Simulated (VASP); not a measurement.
# MgO: single point with PBE

Crystal: MgO.

```
Mg O
1.0
    -0.07474    2.11151    2.11151
     2.11151   -0.07474    2.11151
     2.11151    2.11151   -0.07474
Mg O
1 1
Direct
  0.00000 0.00000 0.00000
  0.50000 0.50000 0.50000
```

This cell differs from its parent crystal: epitaxial 111 strain +4.0%.

```
Program                : VASP 6.6.1
Task                   : single point
Functional             : PBE
Potentials or basis    : VASP PAW PBE potentials, release 64 (Mg_sv, O)
Cutoff                 : 840 eV
k mesh                 : 10 × 10 × 10
Occupations            : fermi-dirac, width 0.02 eV
Spin                   : no spin polarisation
Dipole correction      : no
Further INCAR settings : ALGO = Normal; EDIFF = 1e-06; NBANDS = 15
```

```
Pressure               : -4.2 GPa
Band gap on the k mesh : 3.91 eV
```

Stress tensor (GPa, compression positive):
```
-4.18  4.41  4.41
 4.41 -4.18  4.41
 4.41  4.41 -4.18
```

Levels at points of the mesh, in eV from the valence-band top:
| k point | band 4 | band 5 | band 6 | band 7 | band 8 | band 9 | band 10 | band 11 | band 12 | band 13 |
| --- | --- | --- | --- | --- | --- | --- | --- | --- | --- | --- |
| (0.00, 0.00, 0.00) | -39.46 | -17.19 | -0.35 | -0.35 | 0.00 | 3.91 | 14.74 | 14.74 | 16.30 | 18.91 |
| (0.50, 0.00, 0.00) | -39.47 | -16.06 | -4.66 | -0.87 | -0.62 | 7.38 | 11.49 | 15.42 | 16.12 | 19.98 |
| (0.50, 0.50, 0.00) | -39.49 | -15.82 | -4.05 | -1.69 | -1.29 | 8.53 | 9.42 | 12.20 | 17.50 | 18.27 |
| (0.50, 0.50, 0.50) | -39.47 | -15.91 | -4.40 | -1.03 | -1.03 | 6.99 | 12.26 | 14.77 | 14.77 | 19.35 |

It took 52 s on 1 thread of AMD EPYC 7R13 Processor (Zen 3), with other jobs on the host, peak memory 0.17 GiB.

Caveat: the cell differs from its parent crystal (epitaxial 111 strain +4.0%); the cell stands under tension.
